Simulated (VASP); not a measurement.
# Cu (P6/mmm) in VASP: a series of runs

Cu is run at these levels: PBE; tasks: single point.

Everything below comes from runs of VASP 6.6.1. Logs are shortened: lines on timing, memory, paths and dates and some standing lists are left out, and cuts for length are marked.

### Step 1. The cell of the first run

It takes space group P6/mmm (No. 191, hexagonal). The conventional cell has a = 2.490 Å, b = 2.490 Å, c = 2.424 Å, α = 90.00°, β = 90.00°, γ = 120.00°. Cu (site symmetry 6/mmm) has 8 Cu at 2.42 to 2.49 Å within 3.2 Å.

### Step 2. Single point, PBE

File INCAR:

```
  ALGO = Normal
  EDIFF = 1E-6
  ENCUT = 520
  GGA = PE
  ISIF = 2
  ISMEAR = -1
  LASPH = T
  LCHARG = T
  LELF = T
  LREAL = F
  LVHAR = T
  LWAVE = F
  NBANDS = 12
  NELM = 100
  PREC = Accurate
  SIGMA = 0.05
```

File KPOINTS:

```
k-points
0
Gamma
  17 17 16
```

File POSCAR:

```
Cu
1.0
    2.4898065854      0.0000000000      0.0000000000
   -1.2449032927      2.1562357535      0.0000000000
    0.0000000000      0.0000000000      2.4235189835
Cu
1
Direct
    0.0000000000      0.0000000000      0.0000000000
```

Potentials or basis: VASP PAW PBE potentials, release 64 (Cu).

The run is started by

```console
> cat potpaw_PBE.64/Cu/POTCAR > POTCAR
> mpirun -np 1 vasp_std > vasp.out
```

OUTCAR:

```text
EDIFF = 1E-6
   ENCUT = 520
   GGA = PE
   ISIF = 2
   ISMEAR = -1
   LASPH = T
   LREAL = F
   NELM = 100
   PREC = Accurate

 ion  position               nearest neighbor table
   1  0.000  0.000  0.000-

  LATTYP: Found a hexagonal cell.
 ALAT       =     2.4898065854
 C/A-ratio  =     0.9733764051

  Lattice vectors:

 A1 = (   2.4898065854,   0.0000000000,   0.0000000000)
 A2 = (  -1.2449032927,   2.1562357535,   0.0000000000)
 A3 = (   0.0000000000,   0.0000000000,   2.4235189835)

Analysis of symmetry for initial positions (statically):
=====================================================================
 Subroutine PRICEL returns:
 Original cell was already a primitive cell.

 Routine SETGRP: Setting up the symmetry group for a
 hexagonal supercell.

 Subroutine GETGRP returns: Found 24 space group operations
 (whereof 24 operations were pure point group operations)
 out of a pool of 24 trial point group operations.

The static configuration has the point symmetry D_6h.

Analysis of symmetry for dynamics (positions and initial velocities):
=====================================================================
 Subroutine PRICEL returns:
 Original cell was already a primitive cell.

 Routine SETGRP: Setting up the symmetry group for a
 hexagonal supercell.

 Subroutine GETGRP returns: Found 24 space group operations
 (whereof 24 operations were pure point group operations)
 out of a pool of 24 trial point group operations.

The dynamic configuration has the point symmetry D_6h.

 Subroutine INISYM returns: Found 24 space group operations
 (whereof 24 operations are pure point group operations),
 and found     1 'primitive' translations

----------------------------------------------------------------------------------------

                                     Primitive cell

  volume of cell :      13.0109

  direct lattice vectors                    reciprocal lattice vectors
     2.489806585  0.000000000  0.000000000     0.401637624  0.231885590  0.000000000
    -1.244903293  2.156235753  0.000000000     0.000000000  0.463771180  0.000000000
     0.000000000  0.000000000  2.423518984     0.000000000  0.000000000  0.412623135

  length of vectors
     2.489806585  2.489806585  2.423518984     0.463771180  0.463771180  0.412623135

  position of ions in fractional coordinates (direct lattice)
     0.000000000  0.000000000  0.000000000

  ion indices of the primitive-cell ions
   primitive index   ion index
                 1           1

----------------------------------------------------------------------------------------

 KPOINTS: k-points

Automatic generation of k-mesh.
 Grid dimensions read from file:
 generate k-points for:   17   17   16

 Generating k-lattice:

  Cartesian coordinates                     Fractional coordinates (reciprocal lattice)
     0.023625743  0.013640329  0.000000000     0.058823529  0.000000000  0.000000000
     0.000000000  0.027280658  0.000000000     0.000000000  0.058823529  0.000000000
     0.000000000  0.000000000  0.025788946     0.000000000  0.000000000  0.062500000

  Length of vectors
     0.027280658  0.027280658  0.025788946

  Shift w.r.t. Gamma in fractional coordinates (k-lattice)
     0.000000000  0.000000000  0.000000000

 Subroutine IBZKPT returns following result:
 ===========================================

 Found    297 irreducible k-points:

 Following reciprocal coordinates:
            Coordinates               Weight
  0.000000  0.000000  0.000000      1.000000
  0.058824  0.000000  0.000000      6.000000
  0.117647  0.000000  0.000000      6.000000
  0.176471  0.000000  0.000000      6.000000
  0.235294  0.000000  0.000000      6.000000
  0.294118  0.000000  0.000000      6.000000
[... 16 lines left out ...]
  0.411765  0.117647  0.000000     12.000000
  0.176471  0.176471  0.000000      6.000000
 [... further k-points ...]
   k-points           NKPTS =    297   k-points in BZ     NKDIM =    297   number of bands    NBANDS=     12
   number of dos      NEDOS =    301   number of ions     NIONS =      1
   total plane-waves  NPLWV =   7200
   dimension x,y,z NGX =    20 NGY =   20 NGZ =   18
   dimension x,y,z NGXF=    40 NGYF=   40 NGZF=   36
   ions per type =               1
   NGX,Y,Z   is equivalent  to a cutoff of  13.35, 13.35, 12.35 a.u.
   NGXF,Y,Z  is equivalent  to a cutoff of  26.71, 26.71, 24.69 a.u.
 SYSTEM =  unknown system
   PREC   = accura    normal or accurate (medium, high low for compatibility)
   ISTART =      0    job   : 0-new  1-cont  2-samecut
   ICHARG =      2    charge: 1-file 2-atom 10-const
   ISPIN  =      1    spin polarized calculation?
   LNONCOLLINEAR =      F non collinear calculations
   LSORBIT =      F    spin-orbit coupling
   LASPH  =      T    aspherical Exc in radial PAW
   ENCUT  =  520.0 eV  38.22 Ry    6.18 a.u.   4.63  4.63  4.51*2*pi/ulx,y,z
   NELM   =    100;   NELMIN=  2; NELMDL= -5     # of ELM steps
   EDIFF  = 0.1E-05   stopping-criterion for ELM
   LREAL  =      F    real-space projection
   EDIFFG = 0.1E-04   stopping-criterion for IOM
   NSW    =      0    number of steps for IOM
   IBRION =     -1    ionic relax: 0-MD 1-quasi-New 2-CG
   NFREE  =      0    steps in history (QN), initial steepest desc. (CG)
   ISIF   =      2    stress and relaxation
   ISYM   =      2    0-nonsym 1-usesym 2-fastsym
   POTIM  = 0.5000    time-step for ionic-motion
   TEBEG  =    0.0;   TEEND  =   0.0 temperature during run
   PSTRESS=    0.0 pullay stress
   NELECT =      11.0000    total number of electrons
   NUPDOWN=      -1.0000    fix difference up-down
   EMIN   =  10.00;   EMAX   =-10.00  energy-range for DOS
   EFERMI =   0.00;   METHOD = LEGACY
   ISMEAR =    -1;   SIGMA  =   0.05  broadening in eV -4-tet -1-fermi 0-gaus
   EFERMI_NEDOS =   21; number of points for ismear=-14 and -15
   IALGO  =     38    algorithm
   IMIX   =      4    mixing-type and parameters
     AMIX     =   0.40;   BMIX     =  1.00
     AMIX_MAG =   1.60;   BMIX_MAG =  1.00
  volume/ion in A,a.u.               =      13.01        87.80
  Fermi-wavevector in a.u.,A,eV,Ry     =   1.547995  2.925287 32.603497  2.396289
  Thomas-Fermi vector in A             =   2.653009
   LORBIT       =      0    0 simple, 1 ext, 2 COOP (PROOUT), +10 PAW based schemes
   GGA     = PE    functional components
   LHFCALC =     F    Hartree Fock is set to
   AEXX    =    0.0000 exact exchange contribution
   IVDW    =     0    specifies the selected vdW correction
   LEPSILON=     F    determine dielectric tensor
   LRPA    =     F    only Hartree local field effects (RPA)
 non-spin polarized calculation
  energy-cutoff  :      520.00
  volume of cell :       13.01
 maximum number of plane-waves:       363
 NGX is ok and might be reduce to    20
   NGX =  9   NGY =  9   NGZ =  9

 number of electron      11.0000006 magnetization

 Free energy of the ion-electron system (eV)
  ---------------------------------------------------
  ext. energy  EPLUGINS =         0.00000000
  ---------------------------------------------------
  free energy    TOTEN  =        -3.46838822 eV

  energy without entropy =       -3.46607848  energy(sigma->0) =       -3.46723335

 E-fermi :   6.3849     XC(G=0): -12.1229

 val. band max:        6.3440689628   @ k =   0.4706   0.0588   0.0625
 cond. band min:       6.3854590762   @ k =   0.4706   0.0000   0.1250
 fundamental gap:      0.0413901134
 Fermi energy:         6.3848932270

 k-point     1 :       0.0000    0.0000    0.0000
  band No.  band energies     occupation
      1      -2.1740      2.00000
      2       2.3981      2.00000
      3       3.6153      2.00000
      4       3.6153      2.00000
      5       4.9349      2.00000
      6       4.9349      2.00000
      7      22.9643      0.00000
      8      27.4093      0.00000
      9      28.8747      0.00000
     10      30.0329      0.00000
     11      30.0329      0.00000
     12      32.6348      0.00000

 k-point     2 :       0.0588    0.0000    0.0000
  band No.  band energies     occupation
      1      -2.0553      2.00000
      2       2.4211      2.00000
      3       3.5805      2.00000
      4       3.6592      2.00000
      5       4.9033      2.00000
      6       4.9291      2.00000
      7      23.1216      0.00000
      8      27.1927      0.00000
      9      27.7090      0.00000
     10      29.0425      0.00000
     11      29.3608      0.00000
     12      33.7717      0.00000

 k-point     3 :       0.1176    0.0000    0.0000
  band No.  band energies     occupation
      1      -1.7034      2.00000
      2       2.4862      2.00000
      3       3.4865      2.00000
      4       3.7868      2.00000
      5       4.8146      2.00000
      6       4.9127      2.00000
      7      23.5868      0.00000
      8      24.5869      0.00000
      9      27.4384      0.00000
     10      27.4802      0.00000
     11      29.0320      0.00000
     12      35.7718      0.00000

 k-point     4 :       0.1765    0.0000    0.0000
  band No.  band energies     occupation
      1      -1.1333      2.00000
      2       2.5784      2.00000
      3       3.3678      2.00000
      4       3.9857      2.00000
      5       4.6840      2.00000
      6       4.8879      2.00000
      7      21.6606      0.00000
      8      24.3404      0.00000
      9      25.9759      0.00000
     10      27.3138      0.00000
     11      28.8715      0.00000
     12      37.9940      0.00000

 k-point     5 :       0.2353    0.0000    0.0000
  band No.  band energies     occupation
      1      -0.3797      2.00000
      2       2.6601      2.00000
      3       3.2996      2.00000
      4       4.2350      2.00000
      5       4.5325      2.00000
      6       4.8581      2.00000
      7      18.8290      0.00000
      8      24.6285      0.00000
      9      25.3550      0.00000
     10      27.1006      0.00000
     11      28.9445      0.00000
     12      40.2985      0.00000

 k-point     6 :       0.2941    0.0000    0.0000
  band No.  band energies     occupation
      1       0.4747      2.00000
      2       2.6786      2.00000
      3       3.4117      2.00000
      4       4.3818      2.00000
      5       4.5054      2.00000
      6       4.8274      2.00000
      7      16.1612      0.00000
      8      23.4815      0.00000
      9      26.5981      0.00000
     10      26.8550      0.00000
     11      29.2274      0.00000
     12      40.2569      0.00000

 k-point     7 :       0.3529    0.0000    0.0000
  band No.  band energies     occupation
      1       1.2339      2.00000
      2       2.6793      2.00000
      3       3.8281      2.00000
      4       4.2512      2.00000
      5       4.7608      2.00000
      6       4.7998      2.00000
      7      13.7105      0.00000
      8      22.5722      0.00000
      9      26.6396      0.00000
     10      28.0320      0.00000
     11      29.6505      0.00000
     12      38.0153      0.00000

 k-point     8 :       0.4118    0.0000    0.0000
  band No.  band energies     occupation
      1       1.6481      2.00000
      2       2.7388      2.00000
      3       4.1558      2.00000
      4       4.6376      2.00000
      5       4.7792      2.00000
      6       4.9616      2.00000
      7      11.5736      0.00000
      8      21.9377      0.00000
      9      26.4860      0.00000
     10      29.5984      0.00000
     11      30.1138      0.00000
     12      35.9193      0.00000
[... 166 lines left out ...]
 k-point    20 :       0.2353    0.1176    0.0000
  band No.  band energies     occupation
      1       0.7804      2.00000
      2       2.7594      2.00000
      3       3.1615      2.00000
      4       4.3729      2.00000
      5       4.7799      2.00000
      6       4.8000      2.00000
      7      16.4349      0.00000
      8      19.8871      0.00000
      9      27.0160      0.00000
     10      28.9859      0.00000
     11      31.2970      0.00000
     12      38.2286      0.00000

 k-point    21 :       0.2941    0.1176    0.0000
  band No.  band energies     occupation
      1       1.5248      2.00000
      2       2.7275      2.00000
      3       3.4304      2.00000
      4       4.2642      2.00000
      5       4.7413      2.00000
      6       5.2533      2.00000
      7      13.9747      0.00000
      8      19.1446      0.00000
      9      28.4454      0.00000
     10      29.4751      0.00000
     11      30.9417      0.00000
     12      38.2758      0.00000

 k-point    22 :       0.3529    0.1176    0.0000
  band No.  band energies     occupation
      1       1.9083      2.00000
      2       2.7688      2.00000
      3       3.8723      2.00000
      4       4.1848      2.00000
      5       4.7122      2.00000
      6       5.8985      1.99988
      7      11.8050      0.00000
      8      18.6252      0.00000
      9      29.8972      0.00000
     10      30.0210      0.00000
     11      30.7666      0.00000
     12      36.2049      0.00000

 k-point    23 :       0.4118    0.1176    0.0000
  band No.  band energies     occupation
      1       2.0018      2.00000
      2       2.8272      2.00000
      3       4.1430      2.00000
      4       4.1957      2.00000
      5       4.6966      2.00000
      6       6.7018      0.00353
      7      10.2073      0.00000
      8      18.3566      0.00000
      9      30.0516      0.00000
     10      30.8431      0.00000
     11      31.5540      0.00000
     12      34.4197      0.00000

 k-point    24 :       0.1765    0.1765    0.0000
  band No.  band energies     occupation
      1       0.7171      2.00000
      2       2.8560      2.00000
      3       2.9802      2.00000
      4       4.3984      2.00000
      5       4.7683      2.00000
      6       4.8215      2.00000
      7      18.0802      0.00000
      8      18.0923      0.00000
      9      26.8880      0.00000
     10      29.0288      0.00000
     11      33.3766      0.00000
     12      35.9164      0.00000

 [... further k-points ...]
[... 5 lines left out ...]
  --------------------------------------------------------------------------------------
  -------------------------------------------------------------------------------------
  Total        0.0498531      0.0498531      0.0262150     -0.0000000      0.0000000      0.0000000
  in kB        6.1389603      6.1389603      3.2281405     -0.0000000      0.0000000      0.0000000
  external PRESSURE =       5.1686870 kB  Pullay stress =       0.0000000 kB

 VOLUME and BASIS-vectors are now :
 -----------------------------------------------------------------------------
  energy-cutoff  :      520.00
  volume of cell :       13.01
      direct lattice vectors                 reciprocal lattice vectors
     2.489806585  0.000000000  0.000000000     0.401637624  0.231885590  0.000000000
    -1.244903293  2.156235753  0.000000000     0.000000000  0.463771180  0.000000000
     0.000000000  0.000000000  2.423518984     0.000000000  0.000000000  0.412623135

 POSITION                                       TOTAL-FORCE (eV/Angst)
 -----------------------------------------------------------------------------------
      0.00000      0.00000      0.00000        -0.000000      0.000000      0.000000
 -----------------------------------------------------------------------------------
    total drift:                               -0.000000      0.000000     -0.000000

  FREE ENERGIE OF THE ION-ELECTRON SYSTEM (eV)
  ---------------------------------------------------
  free  energy   TOTEN  =        -3.4683882226 eV

  energy  without entropy=       -3.4660784775  energy(sigma->0) =       -3.46723335
```

Run time: 35 s. Hardware: 1 thread of Intel Xeon Platinum 8375C at 2.90GHz (Ice Lake), shared host; peak memory 0.15 GiB.

Results:

```
Free energy : -3.4684 eV
Pressure    : 0.5 GPa
```

Levels at points of the mesh, in eV from the Fermi level:
```tsv
k point	band 4	band 5	band 6	band 7	band 8	band 9
(0.00, 0.00, 0.00)	-2.77	-1.45	-1.45	16.58	21.02	22.49
(0.00, 0.00, 0.50)	-2.10	-2.10	-1.83	1.61	26.83	28.69
```

### Step 3. Single point, PBE

File INCAR:

```
SYSTEM = Cu
ALGO = Normal ; EDIFF = 1E-6
ENCUT = 520 ; GGA = PE
ISIF = 2 ; ISMEAR = -1
LASPH = .TRUE. ; LCHARG = .FALSE.
LREAL = .FALSE. ; LWAVE = .FALSE.
NBANDS = 12 ; NELM = 100
PREC = Accurate ; SIGMA = 0.05
```

File KPOINTS:

```
k-points
0
G
  17 17 16
  0 0 0
```

POSCAR is that of step 2.

Potentials or basis: VASP PAW PBE potentials, release 64 (Cu).

The run is started by

```console
> cat potpaw_PBE.64/Cu/POTCAR > POTCAR
> mpirun -np 1 vasp_std > vasp.out
```

It took 35 s on 1 thread of Intel Xeon Platinum 8375C at 2.90GHz (Ice Lake), shared host; peak memory 0.15 GiB.

Results (log left out):

```yaml
Free_energy: -3.4684 eV
Pressure: 0.5 GPa
```

Stress tensor (GPa, compression positive):
```
0.61 0.00 0.00
0.00 0.61 0.00
0.00 0.00 0.32
```

Levels at points of the mesh, in eV from the Fermi level:
| k point | band 4 | band 5 | band 6 | band 7 | band 8 | band 9 |
| --- | --- | --- | --- | --- | --- | --- |
| (0.00, 0.00, 0.00) | -2.77 | -1.45 | -1.45 | 16.58 | 21.02 | 22.49 |
| (0.00, 0.00, 0.50) | -2.10 | -2.10 | -1.83 | 1.61 | 26.83 | 28.69 |
